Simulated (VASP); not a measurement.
# KI: single point with PBEsol

KI:

```
K I
1.0
     0.00000    3.50248    3.50248
     3.50248    0.00000    3.50248
     3.50248    3.50248    0.00000
K I
1 1
Direct
  0.00000 0.00000 0.00000
  0.50000 0.50000 0.50000
```

```json
{
  "Program": "VASP 6.6.1",
  "Task": "single point",
  "Functional": "PBEsol",
  "Potentials or basis": "VASP PAW PBE potentials, release 64 (K_sv, I)",
  "Cutoff": "520 eV",
  "k mesh": "8 × 8 × 8",
  "Occupations": "fermi-dirac, width 0.1 eV",
  "Spin": "no spin polarisation",
  "Dipole correction": "no",
  "Further INCAR settings": "ALGO = Normal; EDIFF = 1e-06; NBANDS = 15"
}
```

The pressure is 0.1 GPa. The band gap on the k mesh is 3.87 eV, direct.

Levels at points of the mesh, in eV from the valence-band top:
```csv
k point,band 5,band 6,band 7,band 8,band 9,band 10,band 11,band 12
"(0.00, 0.00, 0.00)",-10.58,0.00,0.00,0.00,3.87,6.41,6.41,6.41
"(0.50, 0.00, 0.00)",-10.25,-1.41,-0.37,-0.37,5.41,7.68,8.12,8.12
"(0.50, 0.50, 0.00)",-10.42,-1.06,-0.39,-0.39,4.78,5.73,8.10,8.76
```

It took 25 s on 1 thread of Oxide Virtual Turin-like Processor (shared host), peak memory 0.21 GiB.

Caveat: the PAW data sets were made with another functional, which shifts forces and pressure a little; spin-orbit coupling is left out, which moves the levels of the heavy elements. A k mesh can miss the band edges.
